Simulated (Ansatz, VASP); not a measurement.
**One calculation of AlO5, two programs**

```
Al O
1.0
     4.40940    0.00000    0.00000
    -2.20470    3.81865    0.00000
     0.00000    0.00000    3.58769
Al O
1 5
Direct
  0.00000 0.00000 0.00000
  0.33333 0.66667 0.00000
  0.66667 0.33333 0.00000
  0.50000 0.00000 0.50000
  0.50000 0.50000 0.50000
  0.00000 0.50000 0.50000
```

Change from the starting cell: species swapped into the LaPt5 type (P6/mmm, No. 191).

Alike in both runs: task relaxation of cell and atoms; functional PBE; k mesh 6 × 6 × 6; occupations gaussian, width 0.1 eV; no spin polarisation.

```csv
,VASP,Ansatz
version,VASP 6.6.1,Ansatz 0.2.0
potentials or method,"VASP PAW PBE potentials, release 64 (Al, O_h), cutoff 910 eV","scalar-relativistic, plane waves, PAW"
valence electrons in the cell,33,33
```

|  | VASP | Ansatz | Ansatz less VASP |
| --- | --- | --- | --- |
| gap on the k mesh at the Fermi level, each at its own relaxed structure (eV) | none | none | - |
| relaxed volume (Å³/atom) | 8.55 | 11.70 | +3.147 |
| relaxed cell length with the largest relative difference (Å) | 4.618 | 6.377 | +1.7592 |

A gap of «none» marks a metal or a gap that the smearing closes. One of these differences is far larger than is usual between the two programs; its cause wasn't traced.

Noted on VASP's run: the cutoff is short for stress, so the pressure is rough; the volume moved by over 15 % at a fixed basis, so the end points are rough.
